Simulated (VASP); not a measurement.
A run of VASP 6.6.1:

File INCAR:

```
SYSTEM = Ga2O3
  ALGO = Normal
  EDIFF = 1E-6
  ENCUT = 520
  GGA = PE
  ISIF = 2
  ISMEAR = 0
  LASPH = .True.
  LCHARG = .True.
  LELF = .True.
  LREAL = Auto
  LVHAR = .True.
  LWAVE = .False.
  NBANDS = 79
  NELM = 80
  PREC = Accurate
  SIGMA = 0.02
```

KPOINTS

```
k-points
0
Gamma
  4 4 4
  0 0 0
```

POSCAR

```
Ga2O3
1.0
    5.7123570000     -0.3381500000     -0.0759790000
   -0.3332350000      6.1388720000      0.2825190000
   -0.0753970000      0.2900930000      5.6228990000
Ga O
6 9
Direct
    0.0191510288      0.3473267553      0.7556656351
    0.7591552863      0.4561326786      0.2218344100
    0.2483713872      0.6865866527      0.2790925343
    0.5236281504      0.0692650240      0.5964936658
    0.4693917787      0.5443238950      0.8088489422
    0.8054518623      0.9581753908      0.1204545988
    0.5810873702      0.7056556706      0.1848958326
    0.8026367667      0.0793865768      0.7949987572
    0.3444127340      0.2928124424      0.6444107181
    0.3965536827      0.7804738445      0.5965881061
    0.9917353750      0.5080519190      0.4473622244
    0.7760834932      0.4987537482      0.8895800332
    0.6575651622      0.1578684272      0.2918046551
    0.2134066308      0.4776892060      0.0112057592
    0.1122634754      0.9338982921      0.1771849920
```

Potentials or basis: VASP PAW PBE potentials, release 64 (Ga_d, O).

Launch:

```sh
$ cat potpaw_PBE.64/Ga_d/POTCAR potpaw_PBE.64/O/POTCAR > POTCAR
$ mpirun -np 1 vasp_std > vasp.out
```

Hardware: 1 thread of Intel(R) Xeon(R) 6975P-C (Granite Rapids), on a shared host.

Problem. Estimate the wall time of this run.

Solution. It took 9.8 min on 1 thread of Intel(R) Xeon(R) 6975P-C (Granite Rapids), with other jobs on the host, peak memory 0.49 GiB. Counts: scf iterations 18, k points 36.
